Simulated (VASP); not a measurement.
AlGa2N3: single point with PBE

Crystal: AlGa2N3.

```
CELL_PARAMETERS angstrom
2.97186 0.00000 0.00000
-1.48593 2.57371 0.00000
0.00000 0.00000 7.28632
ATOMIC_POSITIONS crystal
Al 0.00000 0.00000 0.50000
Ga 0.33333 0.66667 0.17000
Ga 0.66667 0.33333 0.83000
N 0.33333 0.66667 0.65746
N 0.66667 0.33333 0.34254
N 0.00000 0.00000 0.00000
```

- Program: VASP 6.6.1
- Task: single point
- Functional: PBE
- Potentials or basis: VASP PAW PBE potentials, release 64 (Al, Ga_d, N)
- Cutoff: 520 eV
- k mesh: 12 × 12 × 4
- Occupations: gaussian, width 0.02 eV
- Spin: no spin polarisation

| Item | Value |
| --- | --- |
| Pressure | 0.5 GPa |
| Largest force | 0.045 eV/Å |
| Band gap on the k mesh | 1.48 eV (least direct gap 2.42 eV) |

Forces on the atoms (eV/Å):
```
Al   0.000  0.000  0.000
Ga   0.000  0.000  0.002
Ga   0.000  0.000 -0.002
N    0.000  0.000 -0.045
N    0.000  0.000  0.045
N    0.000  0.000  0.000
```

Levels at points of the mesh, in eV from the valence-band top:
```csv
k point,band 18,band 19,band 20,band 21,band 22,band 23,band 24,band 25,band 26,band 27
"(0.00, 0.00, 0.00)",-0.29,-0.27,-0.27,-0.06,-0.06,2.90,5.34,5.46,9.20,10.19
"(0.50, 0.00, 0.00)",-2.82,-2.38,-1.93,-1.33,-0.94,1.48,5.73,5.97,7.01,7.78
"(0.00, 0.00, 0.50)",-0.76,-0.19,-0.19,-0.13,-0.13,4.34,4.98,5.12,9.56,9.56
"(0.50, 0.00, 0.50)",-3.80,-2.36,-2.30,-0.37,-0.34,2.75,3.94,4.98,7.71,8.74
```

Wall time 2.6 min on 1 thread of Intel Xeon 8259CL, on a shared host, peak memory 0.25 GiB.

A k mesh can miss the band edges.
